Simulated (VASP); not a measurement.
# Sc5Al (P-3m1) in VASP: a series of runs, part 2 of 2

VASP 6.6.1. The steps go on from the part before.

### 3 Single point, PBE

This run uses another cell than the first one, of 23.36 Å³/atom, 1.299 times its volume.

Contents of INCAR:

```
SYSTEM = Sc5Al
  ALGO = Fast
  EDIFF = 1E-6
  ENCUT = 520
  GGA = PE
  ISIF = 2
  ISMEAR = 0
  LASPH = .TRUE.
  LCHARG = .FALSE.
  LREAL = .FALSE.
  LWAVE = .FALSE.
  NBANDS = 38
  NELM = 100
  PREC = Accurate
  SIGMA = 0.1
```

Contents of KPOINTS:

```
k-points
0
G
  12 12 4
  0 0 0
```

Contents of POSCAR:

```
Sc5Al
1.0
    3.2425719009      0.0000000000      0.0000000000
   -1.6212859505      2.8081496398      0.0000000000
    0.0000000000      0.0000000000     15.3949137379
Sc Al
5 1
Direct
    0.0000000000      0.0000000000      0.0000000000
    0.3333333333      0.6666666667      0.8266920404
    0.6666666667      0.3333333333      0.6511316145
    0.3333333333      0.6666666667      0.3488683855
    0.6666666667      0.3333333333      0.1733079596
    0.0000000000      0.0000000000      0.5000000000
```

Potentials or basis: VASP PAW PBE potentials, release 64 (Sc_sv, Al).

Command:

```bash
$ cat potpaw_PBE.64/Sc_sv/POTCAR potpaw_PBE.64/Al/POTCAR > POTCAR
$ mpirun -np 1 vasp_std > vasp.out
```

OUTCAR:

```text
SYSTEM = Sc5Al
   EDIFF = 1E-6
   ENCUT = 520
   GGA = PE
   ISIF = 2
   ISMEAR = 0
   LASPH = .TRUE.
   LREAL = .FALSE.
   NELM = 100
   PREC = Accurate

 ion  position               nearest neighbor table
   1  0.000  0.000  0.000-   2 3.26   5 3.26   5 3.26   2 3.26   5 3.26   2 3.26
   2  0.333  0.667  0.827-   1 3.26   1 3.26   1 3.26   3 3.29   3 3.29   3 3.29
   3  0.667  0.333  0.651-   6 2.99   6 2.99   6 2.99   2 3.29   2 3.29   2 3.29
   4  0.333  0.667  0.349-   6 2.99   6 2.99   6 2.99   5 3.29   5 3.29   5 3.29
   5  0.667  0.333  0.173-   1 3.26   1 3.26   1 3.26   4 3.29   4 3.29   4 3.29
   6  0.000  0.000  0.500-   3 2.99   4 2.99   3 2.99   4 2.99   3 2.99   4 2.99

  LATTYP: Found a hexagonal cell.
 ALAT       =     3.2425719009
 C/A-ratio  =     4.7477478398

  Lattice vectors:

 A1 = (   3.2425719009,   0.0000000000,   0.0000000000)
 A2 = (  -1.6212859505,   2.8081496398,   0.0000000000)
 A3 = (   0.0000000000,   0.0000000000,  15.3949137379)

Analysis of symmetry for initial positions (statically):
=====================================================================
 Subroutine PRICEL returns:
 Original cell was already a primitive cell.

 Routine SETGRP: Setting up the symmetry group for a
 hexagonal supercell.

 Subroutine GETGRP returns: Found 12 space group operations
 (whereof 12 operations were pure point group operations)
 out of a pool of 24 trial point group operations.

The static configuration has the point symmetry D_3d.

Analysis of symmetry for dynamics (positions and initial velocities):
=====================================================================
 Subroutine PRICEL returns:
 Original cell was already a primitive cell.

 Routine SETGRP: Setting up the symmetry group for a
 hexagonal supercell.

 Subroutine GETGRP returns: Found 12 space group operations
 (whereof 12 operations were pure point group operations)
 out of a pool of 24 trial point group operations.

The dynamic configuration has the point symmetry D_3d.

 Subroutine INISYM returns: Found 12 space group operations
 (whereof 12 operations are pure point group operations),
 and found     1 'primitive' translations

----------------------------------------------------------------------------------------

                                     Primitive cell

  volume of cell :     140.1803

  direct lattice vectors                    reciprocal lattice vectors
     3.242571901  0.000000000  0.000000000     0.308397171  0.178053190  0.000000000
    -1.621285950  2.808149640  0.000000000     0.000000000  0.356106379  0.000000000
     0.000000000  0.000000000 15.394913738     0.000000000  0.000000000  0.064956519

  length of vectors
     3.242571901  3.242571901 15.394913738     0.356106379  0.356106379  0.064956519

  position of ions in fractional coordinates (direct lattice)
     0.000000000  0.000000000  0.000000000
     0.333333333  0.666666667  0.826692040
     0.666666667  0.333333333  0.651131615
     0.333333333  0.666666667  0.348868385
     0.666666667  0.333333333  0.173307960
     0.000000000  0.000000000  0.500000000

  ion indices of the primitive-cell ions
   primitive index   ion index
                 1           1
                 2           2
                 3           3
                 4           4
[... 24 lines left out ...]
 Subroutine IBZKPT returns following result:
 ===========================================

 Found     69 irreducible k-points:

 Following reciprocal coordinates:
            Coordinates               Weight
  0.000000  0.000000  0.000000      1.000000
  0.083333  0.000000  0.000000      6.000000
  0.166667  0.000000  0.000000      6.000000
  0.250000  0.000000  0.000000      6.000000
  0.333333  0.000000  0.000000      6.000000
  0.416667  0.000000  0.000000      6.000000
[... 16 lines left out ...]
  0.166667  0.000000  0.250000      6.000000
  0.000000  0.166667  0.250000      6.000000
 [... further k-points ...]
   k-points           NKPTS =     69   k-points in BZ     NKDIM =     69   number of bands    NBANDS=     38
   number of dos      NEDOS =    301   number of ions     NIONS =      6
   total plane-waves  NPLWV =  69120
   dimension x,y,z NGX =    24 NGY =   24 NGZ =  120
   dimension x,y,z NGXF=    48 NGYF=   48 NGZF=  240
   ions per type =               5   1
   NGX,Y,Z   is equivalent  to a cutoff of  12.30, 12.30, 12.96 a.u.
   NGXF,Y,Z  is equivalent  to a cutoff of  24.61, 24.61, 25.92 a.u.
 SYSTEM =  Sc5Al
   PREC   = accura    normal or accurate (medium, high low for compatibility)
   ISTART =      0    job   : 0-new  1-cont  2-samecut
   ICHARG =      2    charge: 1-file 2-atom 10-const
   ISPIN  =      1    spin polarized calculation?
   LNONCOLLINEAR =      F non collinear calculations
   LSORBIT =      F    spin-orbit coupling
   LASPH  =      T    aspherical Exc in radial PAW
   ENCUT  =  520.0 eV  38.22 Ry    6.18 a.u.   6.03  6.03 28.62*2*pi/ulx,y,z
   NELM   =    100;   NELMIN=  2; NELMDL= -5     # of ELM steps
   EDIFF  = 0.1E-05   stopping-criterion for ELM
   LREAL  =      F    real-space projection
   EDIFFG = 0.1E-04   stopping-criterion for IOM
   NSW    =      0    number of steps for IOM
   IBRION =     -1    ionic relax: 0-MD 1-quasi-New 2-CG
   NFREE  =      0    steps in history (QN), initial steepest desc. (CG)
   ISIF   =      2    stress and relaxation
   ISYM   =      2    0-nonsym 1-usesym 2-fastsym
   POTIM  = 0.5000    time-step for ionic-motion
   TEBEG  =    0.0;   TEEND  =   0.0 temperature during run
   PSTRESS=    0.0 pullay stress
   NELECT =      58.0000    total number of electrons
   NUPDOWN=      -1.0000    fix difference up-down
   EMIN   =  10.00;   EMAX   =-10.00  energy-range for DOS
   EFERMI =   0.00;   METHOD = LEGACY
   ISMEAR =     0;   SIGMA  =   0.10  broadening in eV -4-tet -1-fermi 0-gaus
   EFERMI_NEDOS =   21; number of points for ismear=-14 and -15
   IALGO  =     68    algorithm
   IMIX   =      4    mixing-type and parameters
     AMIX     =   0.40;   BMIX     =  1.00
     AMIX_MAG =   1.60;   BMIX_MAG =  1.00
  volume/ion in A,a.u.               =      23.36       157.66
  Fermi-wavevector in a.u.,A,eV,Ry     =   1.219893  2.305264 20.247364  1.488139
  Thomas-Fermi vector in A             =   2.355129
   LORBIT       =      0    0 simple, 1 ext, 2 COOP (PROOUT), +10 PAW based schemes
   GGA     = PE    functional components
   LHFCALC =     F    Hartree Fock is set to
   AEXX    =    0.0000 exact exchange contribution
   IVDW    =     0    specifies the selected vdW correction
   LEPSILON=     F    determine dielectric tensor
   LRPA    =     F    only Hartree local field effects (RPA)
 non-spin polarized calculation
 RMM-DIIS sequential band-by-band and
 Gauss-broadening in eV      SIGMA  =   0.10
  energy-cutoff  :      520.00
  volume of cell :      140.18
 maximum number of plane-waves:      3846
   NGX = 13   NGY = 13   NGZ = 57

 number of electron      57.9999996 magnetization

 Free energy of the ion-electron system (eV)
  ---------------------------------------------------
  ext. energy  EPLUGINS =         0.00000000
  ---------------------------------------------------
  free energy    TOTEN  =       -35.28935850 eV

  energy without entropy =      -35.24381106  energy(sigma->0) =      -35.26658478

 E-fermi :   4.1576     XC(G=0):  -9.9068

 val. band max:        4.1471223357   @ k =  -0.0833   0.4167   0.2500
 cond. band min:       4.1656806476   @ k =   0.3333   0.2500   0.0000
 fundamental gap:      0.0185583119
 Fermi energy:         4.1575712763

 k-point     1 :       0.0000    0.0000    0.0000
  band No.  band energies     occupation
      1     -45.3007      2.00000
      2     -45.3005      2.00000
      3     -45.2325      2.00000
      4     -45.2132      2.00000
      5     -45.1897      2.00000
      6     -24.0604      2.00000
[... 973 lines left out ...]
     37       6.1104      0.00000
     38       6.2423      0.00000

 [... further k-points ...]
[... 5 lines left out ...]
  --------------------------------------------------------------------------------------
  -------------------------------------------------------------------------------------
  Total        0.0304084      0.0304084      0.0289358     -0.0000000      0.0000000     -0.0000000
  in kB        0.3475494      0.3475494      0.3307190     -0.0000000      0.0000000     -0.0000000
  external PRESSURE =       0.3419393 kB  Pullay stress =       0.0000000 kB

 VOLUME and BASIS-vectors are now :
 -----------------------------------------------------------------------------
  energy-cutoff  :      520.00
  volume of cell :      140.18
      direct lattice vectors                 reciprocal lattice vectors
     3.242571901  0.000000000  0.000000000     0.308397171  0.178053190  0.000000000
    -1.621285950  2.808149640  0.000000000     0.000000000  0.356106379  0.000000000
     0.000000000  0.000000000 15.394913738     0.000000000  0.000000000  0.064956519

 POSITION                                       TOTAL-FORCE (eV/Angst)
 -----------------------------------------------------------------------------------
      0.00000      0.00000      0.00000         0.000000      0.000000      0.000000
     -0.00000      1.87210     12.72685        -0.000000      0.000000     -0.001885
      1.62129      0.93605     10.02412        -0.000000      0.000000      0.003715
     -0.00000      1.87210      5.37080         0.000000     -0.000000     -0.003715
      1.62129      0.93605      2.66806         0.000000     -0.000000      0.001885
      0.00000      0.00000      7.69746         0.000000      0.000000      0.000000
 -----------------------------------------------------------------------------------
    total drift:                                0.000000      0.000000      0.000000

  FREE ENERGIE OF THE ION-ELECTRON SYSTEM (eV)
  ---------------------------------------------------
  free  energy   TOTEN  =       -35.2893585010 eV

  energy  without entropy=      -35.2438110622  energy(sigma->0) =      -35.26658478
```

Wall time 3.7 min (1 thread of Intel Xeon 6975P-C (Granite Rapids), shared host); peak memory 0.43 GiB.

What came out:

| Item | Value |
| --- | --- |
| Free energy | -35.2894 eV |
| Pressure | 0.0 GPa |
| Largest force | 0.004 eV/Å |
| Band gap on the k mesh | zero (band 29 reaches 4.84 eV, above the bottom of band 30 at 3.79 eV) |

Forces in eV/Å, atoms in the order of the input:
```
Sc   0.000  0.000  0.000
Sc   0.000  0.000 -0.002
Sc   0.000  0.000  0.004
Sc   0.000  0.000 -0.004
Sc   0.000  0.000  0.002
Al   0.000  0.000  0.000
```
